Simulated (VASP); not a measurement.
# InP (rocksalt type) (Fm-3m) in VASP: notebook, part 3 of 3

VASP 6.6.1. The steps go on from the part before.

## (6) Single point, LDA (15.89 Å³/atom)

This run uses another cell than the first one, of 15.89 Å³/atom.

Contents of INCAR:

```
SYSTEM = InP
ALGO = Normal
EDIFF = 1E-7
ENCUT = 520
GGA = CA
ISIF = 2
ISMEAR = -1
LASPH = .TRUE.
LCHARG = .TRUE.
LELF = .TRUE.
LREAL = .FALSE.
LVHAR = .TRUE.
LWAVE = .FALSE.
NBANDS = 16
NELM = 100
PREC = Accurate
SIGMA = 0.05
```

Contents of KPOINTS:

```
k-points
0
G
  14 14 14
  0 0 0
```

Contents of POSCAR:

```
InP
1.0
    0.0000000000      2.5141847266      2.5141847266
    2.5141847266      0.0000000000      2.5141847266
    2.5141847266      2.5141847266      0.0000000000
In P
1 1
Direct
    0.0000000000      0.0000000000      0.0000000000
    0.5000000000      0.5000000000      0.5000000000
```

Potentials or basis: VASP PAW LDA potentials, release 64 (In_d, P).

Launch:

```sh
cat potpaw_LDA.64/In_d/POTCAR potpaw_LDA.64/P/POTCAR > POTCAR
mpirun -np 1 vasp_std > vasp.out
```

OUTCAR:

```text
SYSTEM = InP
   EDIFF = 1E-7
   ENCUT = 520
   GGA = CA
   ISIF = 2
   ISMEAR = -1
   LASPH = .TRUE.
   LREAL = .FALSE.
   NELM = 100
   PREC = Accurate

 ion  position               nearest neighbor table
   1  0.000  0.000  0.000-   2 2.51   2 2.51   2 2.51   2 2.51   2 2.51   2 2.51
   2  0.500  0.500  0.500-   1 2.51   1 2.51   1 2.51   1 2.51   1 2.51   1 2.51

  LATTYP: Found a face centered cubic cell.
 ALAT       =     5.0283694532

  Lattice vectors:

 A1 = (   0.0000000000,   2.5141847266,   2.5141847266)
 A2 = (   2.5141847266,   0.0000000000,   2.5141847266)
 A3 = (   2.5141847266,   2.5141847266,   0.0000000000)

Analysis of symmetry for initial positions (statically):
=====================================================================
 Subroutine PRICEL returns:
 Original cell was already a primitive cell.

 Routine SETGRP: Setting up the symmetry group for a
 face centered cubic supercell.

 Subroutine GETGRP returns: Found 48 space group operations
 (whereof 48 operations were pure point group operations)
 out of a pool of 48 trial point group operations.

The static configuration has the point symmetry O_h .

Analysis of symmetry for dynamics (positions and initial velocities):
=====================================================================
 Subroutine PRICEL returns:
 Original cell was already a primitive cell.

 Routine SETGRP: Setting up the symmetry group for a
 face centered cubic supercell.

 Subroutine GETGRP returns: Found 48 space group operations
 (whereof 48 operations were pure point group operations)
 out of a pool of 48 trial point group operations.

The dynamic configuration has the point symmetry O_h .

 Subroutine INISYM returns: Found 48 space group operations
 (whereof 48 operations are pure point group operations),
 and found     1 'primitive' translations

----------------------------------------------------------------------------------------

                                     Primitive cell

  volume of cell :      31.7850

  direct lattice vectors                    reciprocal lattice vectors
     0.000000000  2.514184727  2.514184727    -0.198871624  0.198871624  0.198871624
     2.514184727  0.000000000  2.514184727     0.198871624 -0.198871624  0.198871624
     2.514184727  2.514184727  0.000000000     0.198871624  0.198871624 -0.198871624

  length of vectors
     3.555594139  3.555594139  3.555594139     0.344455757  0.344455757  0.344455757

  position of ions in fractional coordinates (direct lattice)
     0.000000000  0.000000000  0.000000000
     0.500000000  0.500000000  0.500000000

  ion indices of the primitive-cell ions
   primitive index   ion index
                 1           1
                 2           2

----------------------------------------------------------------------------------------

 KPOINTS: k-points

Automatic generation of k-mesh.
 Grid dimensions read from file:
 generate k-points for:   14   14   14

 Generating k-lattice:

  Cartesian coordinates                     Fractional coordinates (reciprocal lattice)
    -0.014205116  0.014205116  0.014205116     0.071428571  0.000000000  0.000000000
     0.014205116 -0.014205116  0.014205116     0.000000000  0.071428571  0.000000000
     0.014205116  0.014205116 -0.014205116     0.000000000  0.000000000  0.071428571

  Length of vectors
     0.024603983  0.024603983  0.024603983

  Shift w.r.t. Gamma in fractional coordinates (k-lattice)
     0.000000000  0.000000000  0.000000000

 Subroutine IBZKPT returns following result:
 ===========================================

 Found    104 irreducible k-points:

 Following reciprocal coordinates:
            Coordinates               Weight
  0.000000  0.000000  0.000000      1.000000
  0.071429  0.000000  0.000000      8.000000
  0.142857  0.000000  0.000000      8.000000
  0.214286  0.000000  0.000000      8.000000
  0.285714  0.000000  0.000000      8.000000
  0.357143  0.000000  0.000000      8.000000
[... 16 lines left out ...]
  0.214286  0.142857  0.000000     24.000000
  0.285714  0.142857  0.000000     24.000000
 [... further k-points ...]
   k-points           NKPTS =    104   k-points in BZ     NKDIM =    104   number of bands    NBANDS=     16
   number of dos      NEDOS =    301   number of ions     NIONS =      2
   total plane-waves  NPLWV =  21952
   dimension x,y,z NGX =    28 NGY =   28 NGZ =   28
   dimension x,y,z NGXF=    56 NGYF=   56 NGZF=   56
   ions per type =               1   1
   NGX,Y,Z   is equivalent  to a cutoff of  13.09, 13.09, 13.09 a.u.
   NGXF,Y,Z  is equivalent  to a cutoff of  26.18, 26.18, 26.18 a.u.
 SYSTEM =  InP
   PREC   = accura    normal or accurate (medium, high low for compatibility)
   ISTART =      0    job   : 0-new  1-cont  2-samecut
   ICHARG =      2    charge: 1-file 2-atom 10-const
   ISPIN  =      1    spin polarized calculation?
   LNONCOLLINEAR =      F non collinear calculations
   LSORBIT =      F    spin-orbit coupling
   LASPH  =      T    aspherical Exc in radial PAW
   ENCUT  =  520.0 eV  38.22 Ry    6.18 a.u.   6.61  6.61  6.61*2*pi/ulx,y,z
   NELM   =    100;   NELMIN=  2; NELMDL= -5     # of ELM steps
   EDIFF  = 0.1E-06   stopping-criterion for ELM
   LREAL  =      F    real-space projection
   EDIFFG = 0.1E-05   stopping-criterion for IOM
   NSW    =      0    number of steps for IOM
   IBRION =     -1    ionic relax: 0-MD 1-quasi-New 2-CG
   NFREE  =      0    steps in history (QN), initial steepest desc. (CG)
   ISIF   =      2    stress and relaxation
   ISYM   =      2    0-nonsym 1-usesym 2-fastsym
   POTIM  = 0.5000    time-step for ionic-motion
   TEBEG  =    0.0;   TEEND  =   0.0 temperature during run
   PSTRESS=    0.0 pullay stress
   NELECT =      18.0000    total number of electrons
   NUPDOWN=      -1.0000    fix difference up-down
   EMIN   =  10.00;   EMAX   =-10.00  energy-range for DOS
   EFERMI =   0.00;   METHOD = LEGACY
   ISMEAR =    -1;   SIGMA  =   0.05  broadening in eV -4-tet -1-fermi 0-gaus
   EFERMI_NEDOS =   21; number of points for ismear=-14 and -15
   IALGO  =     38    algorithm
   IMIX   =      4    mixing-type and parameters
     AMIX     =   0.40;   BMIX     =  1.00
     AMIX_MAG =   1.60;   BMIX_MAG =  1.00
  volume/ion in A,a.u.               =      15.89       107.25
  Fermi-wavevector in a.u.,A,eV,Ry     =   1.354436  2.559513 24.959845  1.834497
  Thomas-Fermi vector in A             =   2.481608
   LORBIT       =      0    0 simple, 1 ext, 2 COOP (PROOUT), +10 PAW based schemes
   GGA     = CA    functional components
   LHFCALC =     F    Hartree Fock is set to
   AEXX    =    0.0000 exact exchange contribution
   IVDW    =     0    specifies the selected vdW correction
   LEPSILON=     F    determine dielectric tensor
   LRPA    =     F    only Hartree local field effects (RPA)
 non-spin polarized calculation
  energy-cutoff  :      520.00
  volume of cell :       31.78
 maximum number of plane-waves:       881
   NGX = 13   NGY = 13   NGZ = 13

 number of electron      17.9999993 magnetization

 Free energy of the ion-electron system (eV)
  ---------------------------------------------------
  ext. energy  EPLUGINS =         0.00000000
  ---------------------------------------------------
  free energy    TOTEN  =        -8.63600138 eV

  energy without entropy =       -8.62918025  energy(sigma->0) =       -8.63259081

 E-fermi :  11.0117     XC(G=0): -12.0151

 val. band max:       10.9800643913   @ k =   0.3571   0.1429   0.0714
 cond. band min:      11.0450374254   @ k =  -0.1429   0.2143   0.0714
 fundamental gap:      0.0649730342
 Fermi energy:        11.0117332165

 k-point     1 :       0.0000    0.0000    0.0000
  band No.  band energies     occupation
      1      -3.7976      2.00000
      2      -3.7976      2.00000
      3      -3.7533      2.00000
      4      -3.7533      2.00000
      5      -3.7533      2.00000
      6      -3.5714      2.00000
[... 8 lines left out ...]
     15      21.1944      0.00000
     16      21.1944      0.00000
[... 419 lines left out ...]
 k-point    24 :       0.2857    0.1429    0.0000
  band No.  band energies     occupation
      1      -4.0541      2.00000
      2      -3.8081      2.00000
      3      -3.7996      2.00000
      4      -3.6676      2.00000
      5      -3.6168      2.00000
      6      -2.1813      2.00000
[... 8 lines left out ...]
     15      21.9376      0.00000
     16      22.4611      0.00000

 [... further k-points ...]

------------------------ aborting loop because EDIFF is reached ----------------------------------------

  FORCE on cell =-STRESS in cart. coord.  units (eV):
  Direction    XX          YY          ZZ          XY          YZ          ZX
  --------------------------------------------------------------------------------------
  -------------------------------------------------------------------------------------
  Total        6.7204519      6.7204519      6.7204519     -0.0000000      0.0000000     -0.0000000
  in kB      338.7564019    338.7564019    338.7564019     -0.0000000      0.0000000     -0.0000000
  external PRESSURE =     338.7564019 kB  Pullay stress =       0.0000000 kB

 VOLUME and BASIS-vectors are now :
 -----------------------------------------------------------------------------
  energy-cutoff  :      520.00
  volume of cell :       31.78
      direct lattice vectors                 reciprocal lattice vectors
     0.000000000  2.514184727  2.514184727    -0.198871624  0.198871624  0.198871624
     2.514184727  0.000000000  2.514184727     0.198871624 -0.198871624  0.198871624
     2.514184727  2.514184727  0.000000000     0.198871624  0.198871624 -0.198871624

 POSITION                                       TOTAL-FORCE (eV/Angst)
 -----------------------------------------------------------------------------------
      0.00000      0.00000      0.00000         0.000000      0.000000      0.000000
      2.51418      2.51418      2.51418        -0.000000      0.000000     -0.000000
 -----------------------------------------------------------------------------------
    total drift:                               -0.000000      0.000000      0.000000

  FREE ENERGIE OF THE ION-ELECTRON SYSTEM (eV)
  ---------------------------------------------------
  free  energy   TOTEN  =        -8.6360013774 eV

  energy  without entropy=       -8.6291802481  energy(sigma->0) =       -8.63259081
```

Wall time 1.7 min (1 thread of Intel Xeon 8259CL, shared host); peak memory 0.18 GiB.

What came out:

- Free energy: -8.6360 eV
- Pressure: 33.9 GPa
- Band gap on the k mesh: zero (bands 9 and 10 overlap by 2.74 eV)

Levels at points of the mesh, in eV from the Fermi level:
| k point | band 5 | band 6 | band 7 | band 8 | band 9 | band 10 | band 11 | band 12 | band 13 | band 14 |
| --- | --- | --- | --- | --- | --- | --- | --- | --- | --- | --- |
| (0.00, 0.00, 0.00) | -14.77 | -14.58 | -0.57 | -0.57 | -0.57 | 3.13 | 7.16 | 7.16 | 7.16 | 8.99 |
| (0.50, 0.00, 0.00) | -14.55 | -11.42 | -8.44 | 0.32 | 0.32 | 2.45 | 3.13 | 3.13 | 7.50 | 11.77 |
| (0.50, 0.50, 0.00) | -14.47 | -9.10 | -7.05 | -3.47 | -3.47 | -2.28 | 3.19 | 12.35 | 12.35 | 12.53 |

Caveat: the cell stands under pressure; spin-orbit coupling is left out, which moves the levels of the heavy elements.

## (7) The runs side by side

| cell | gap on the mesh (eV) | pressure (GPa) |
| --- | --- | --- |
| a = 3.138 Å, angles 60.0°, 2 atoms | none | 209.1 |
| a = 3.301 Å, angles 60.0°, 2 atoms | none | 111.9 |
| a = 3.433 Å, angles 60.0°, 2 atoms | none | 63.3 |
| a = 3.556 Å, angles 60.0°, 2 atoms | none | 33.9 |

Alike in all rows: task single point; level LDA; potentials or basis VASP PAW LDA potentials, release 64 (In_d, P); no spin polarisation; k mesh 14 × 14 × 14; cutoff (eV) 520; smearing fermi-dirac 0.05 eV.

Caveats: the cell stands under pressure; spin-orbit coupling is left out, which moves the levels of the heavy elements.

Total energies depend on the potentials used, so only differences within one code and one set of settings carry meaning.
